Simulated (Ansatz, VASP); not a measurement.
# ScAlN2: VASP beside Ansatz

File INCAR:

```
SYSTEM = ScAlN2
PREC = Accurate
ENCUT = 520
EDIFF = 1E-7
ISMEAR = 0
SIGMA = 0.01
LREAL = .False.
LASPH = .True.
NELM = 80
ALGO = Normal
ISIF = 2
LWAVE = .False.
LCHARG = .False.
GGA = PE
NBANDS = 20
```

Contents of KPOINTS:

```
regular mesh
0
Gamma
  8 8 6
  0 0 0
```

The input POSCAR:

```
ScAlN2
1.0
    3.1198286439      0.0000000000      0.0000000000
    0.0000000000      3.1198286439      0.0000000000
    0.0000000000      0.0000000000      4.4309230683
Sc N Al
1 2 1
Direct
    0.0000000000      0.0000000000      0.0000000000
    0.0000000000      0.0000000000      0.5000000000
    0.5000000000      0.5000000000      0.0000000000
    0.5000000000      0.5000000000      0.5000000000
```

Input for Ansatz:

```yaml
crystal:
  lattice:
    - [3.1198286439, 0.0, 0.0]
    - [0.0, 3.1198286439, 0.0]
    - [0.0, 0.0, 4.4309230683]
  atoms:
    - { symbol: Sc, position: [0.0, 0.0, 0.0] }
    - { symbol: "N", position: [0.0, 0.0, 0.5] }
    - { symbol: Al, position: [0.5, 0.5, 0.5] }
    - { symbol: "N", position: [0.5, 0.5, 0.0] }
kpoints:
  mp_grid: { grid: [8, 8, 6] }
hamiltonian:
  xc: pbe
scf:
  occupations: { method: fixed }
  n_extra_bands: 5
output:
  forces: true
  stress: true
  eigenvalues: true
```

Alike in both runs: task single point; functional PBE; k mesh 8 × 8 × 6; no spin polarisation.

|  | VASP | Ansatz |
| --- | --- | --- |
| version | VASP 6.6.1 | Ansatz 0.2.0 |
| potentials or method | VASP PAW PBE potentials, release 64 (Sc_sv, N, Al) | plane waves, PAW |
| plane-wave cutoff (eV) | 520 | 420 |
| occupations | gaussian, width 0.01 eV | fixed |
| valence electrons in the cell | 24 | 24 |

VASP gave:

* gap on the k mesh at the Fermi level (eV): 0.82
* pressure (GPa): -10.4

Which values does Ansatz return?

gap on the k mesh at the Fermi level (eV): 0.84; pressure (GPa): -11.0.
